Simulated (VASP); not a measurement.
A run of VASP 6.6.1:

File INCAR:

```
SYSTEM = SnTe
PREC = Accurate
ENCUT = 520
EDIFF = 1E-6
ISMEAR = 0
SIGMA = 0.03
LREAL = .FALSE.
LASPH = .TRUE.
NELM = 60
ALGO = Normal
ISIF = 2
LWAVE = .FALSE.
LCHARG = .FALSE.
GGA = PS
NBANDS = 17
```

KPOINTS

```
Automatic mesh
0
G
  10 10 10
  0 0 0
```

Contents of POSCAR:

```
SnTe
1.0
    0.0000000000      3.1565000000      3.1565000000
    3.1565000000      0.0000000000      3.1565000000
    3.1565000000      3.1565000000      0.0000000000
Sn Te
1 1
Direct
    0.0000000000      0.0000000000      0.0000000000
    0.5000000000      0.5000000000      0.5168012066
```

Potentials or basis: VASP PAW PBE potentials, release 64 (Sn_d, Te).

The run is started by

```sh
$ cat potpaw_PBE.64/Sn_d/POTCAR potpaw_PBE.64/Te/POTCAR > POTCAR
$ mpirun -np 1 vasp_std > vasp.out
```

Hardware: 1 thread of Intel(R) Xeon(R) 6975P-C (Granite Rapids) (shared host).

Question: Estimate the wall time of this run.

Answer: Wall time 62 s on 1 thread of Intel(R) Xeon(R) 6975P-C (Granite Rapids) (shared host), peak memory 0.34 GiB. Counts: scf iterations 12, k points 171.
